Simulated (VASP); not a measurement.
Crystal: MoSe.

```
CELL_PARAMETERS angstrom
3.63105 0.00000 0.00000
-1.81553 3.14458 0.00000
0.00000 0.00000 5.62813
ATOMIC_POSITIONS crystal
Mo 0.00000 0.00000 0.00000
Mo 0.00000 0.00000 0.50000
Se 0.33333 0.66667 0.25000
Se 0.66667 0.33333 0.75000
```

- Program: VASP 6.6.1
- Task: relaxation of cell and atoms
- Functional: PBEsol
- Potentials or basis: VASP PAW PBE potentials, release 64 (Mo_sv, Se)
- Cutoff: 600 eV
- k mesh: 6 × 6 × 4
- Occupations: gaussian, width 0.1 eV
- Spin: collinear spin
- Starting moments: [0.21, 0.21, 0.0, 0.0] μB

At the start: pressure 13.2 GPa; volume 16.07 Å³/atom.

Q: Where does the relaxation end?

A: Over 11 steps the energy falls by 183.7 meV/atom and the volume is 16.15 Å³/atom (+0.5 %); space group P6_3/mmc (No. 194, to 0.1 Å) before and after; moment 0.00 μB per cell.

The path:
```csv
step,energy change (eV),largest force (eV/Å),pressure (GPa),volume (Å³)
1,0.0000,0.0000,13.21,64.26
2,0.2646,0.0000,-16.32,77.35
3,-0.1996,0.0000,-1.51,69.08
4,-0.1998,0.0000,-1.18,68.94
5,-0.3097,0.0000,-2.38,68.77
6,-0.6305,0.0000,-4.08,67.90
7,-0.7295,0.0000,-1.21,64.72
8,-0.7267,0.0000,-2.21,65.52
9,-0.7307,0.0000,-1.91,65.27
10,-0.6174,0.0000,11.64,61.10
11,-0.7349,0.0000,-0.03,64.59
```

Final structure:
```
Mo Se
1.0
     3.24651    0.00000    0.00000
    -1.62325    2.81156    0.00000
     0.00000    0.00000    7.07606
Mo Se
2 2
Cartesian
  0.0000 0.0000 0.0000
  0.0000 0.0000 3.5380
  0.0000 1.8744 1.7690
  1.6233 0.9372 5.3070
```

Caveat: the highest band is partly filled, so the run has too few bands; a cell axis changed by over 15 % at a fixed basis, so the end point is rough; the PAW data sets were made with another functional, which shifts forces and pressure a little.
